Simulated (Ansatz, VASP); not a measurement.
## CdS: VASP beside Ansatz

```
Cd S
1.0
     0.00000    2.85110    2.85110
     2.85110    0.00000    2.85110
     2.85110    2.85110    0.00000
Cd S
1 1
Direct
  0.00000 0.00000 0.00000
  0.75000 0.75000 0.75000
```

Change from the starting cell: volume scaled by 0.9405.

Alike in both runs: task single point; functional PBE; k mesh 9 × 9 × 9; occupations fermi-dirac, width 0.03 eV; no spin polarisation.

|  | VASP | Ansatz |
| --- | --- | --- |
| version | VASP 6.6.1 | Ansatz 0.2.0 |
| potentials or method | VASP PAW PBE potentials, release 64 (Cd, S), cutoff 520 eV | all-electron LAPW, scalar-relativistic |

|  | VASP | Ansatz | Ansatz less VASP |
| --- | --- | --- | --- |
| gap on the k mesh at the Fermi level (eV) | 1.30 | 1.29 | -0.009 |
| pressure (GPa) | 8.5 | 8.1 | -0.44 |

Ansatz ran all-electron here, and VASP with PAW potentials.
